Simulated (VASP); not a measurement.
Input of a VASP 6.6.1 run:

Contents of INCAR:

```
  PREC = Accurate
  ENCUT = 520
  EDIFF = 1E-6
  ISMEAR = 0
  SIGMA = 0.02
  LREAL = F
  LASPH = T
  NELM = 100
  ALGO = Normal
  ISIF = 2
  LWAVE = F
  LCHARG = F
  GGA = CA
  NBANDS = 27
```

The input KPOINTS:

```
regular mesh
0
Gamma
  9 9 9
```

POSCAR

```
InSe
1.0
    1.9869148605      1.1471458296      8.1300625926
   -1.9869148605      1.1471458296      8.1300625926
    0.0000000000     -2.2942916591      8.1300625926
In Se
2 2
Direct
    0.1123261485      0.1123261485      0.1123261485
   -0.0001075096     -0.0001075096     -0.0001075096
    0.6145891123      0.6145891123      0.6145891123
    0.8308902388      0.8308902388      0.8308902388
```

Potentials or basis: VASP PAW LDA potentials, release 64 (In_d, Se).

Command:

```console
$ cat potpaw_LDA.64/In_d/POTCAR potpaw_LDA.64/Se/POTCAR > POTCAR
$ mpirun -np 1 vasp_std > vasp.out
```

Question: Estimate the band gap on the k mesh.

Answer: 0.47 eV, indirect (least direct gap 0.55 eV).

Question: Predict the largest force.

Answer: 0.028 eV/Å.

Question: Predict the pressure.

Answer: 0.2 GPa.

Forces in eV/Å, atoms in the order of the input:
```
In   0.000  0.000 -0.013
In   0.000  0.000  0.013
Se   0.000  0.000 -0.028
Se   0.000  0.000  0.028
```

Caveat: spin-orbit coupling is left out, which moves the levels of the heavy elements. A k mesh can miss the band edges.
